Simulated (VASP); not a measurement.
Input of a VASP 6.6.1 run:

File INCAR:

```
  ALGO = Normal
  EDIFF = 1E-6
  ENCUT = 520
  GGA = CA
  ISIF = 2
  ISMEAR = 0
  LASPH = T
  LCHARG = F
  LREAL = F
  LWAVE = F
  NBANDS = 33
  NELM = 80
  PREC = Accurate
  SIGMA = 0.1
```

KPOINTS

```
k-points
0
Gamma
  6 6 6
```

The input POSCAR:

```
TaN
1.0
    5.1535804688      0.0000000000      0.0000000000
   -2.5767902344      4.4631316064      0.0000000000
    0.0000000000      0.0000000000      2.8712062749
Ta N
3 3
Direct
    0.0000000000      0.0000000000      0.0000000000
    0.3333333333      0.6666666667      0.5000000000
    0.6666666667      0.3333333333      0.5000000000
    0.3934654586      0.0000000000      0.0000000000
    0.6065345414      0.6065345414      0.0000000000
    0.0000000000      0.3934654586      0.0000000000
```

Potentials or basis: VASP PAW LDA potentials, release 64 (Ta_pv, N).

The run is started by

```sh
$ cat potpaw_LDA.64/Ta_pv/POTCAR potpaw_LDA.64/N/POTCAR > POTCAR
$ mpirun -np 1 vasp_std > vasp.out
```

(1) What does it give for the largest force?

(2) Predict the band gap on the k mesh.

(3) Estimate the pressure.

Answers

(1) 0.005 eV/Å.

(2) zero (bands 24 and 25 overlap by 2.91 eV).

(3) 1.8 GPa.

Caveat: the k points lie up to 0.36 Å⁻¹ apart, too coarse for converged energies and pressures of a metal; spin-orbit coupling is left out, which moves the levels of the heavy elements.
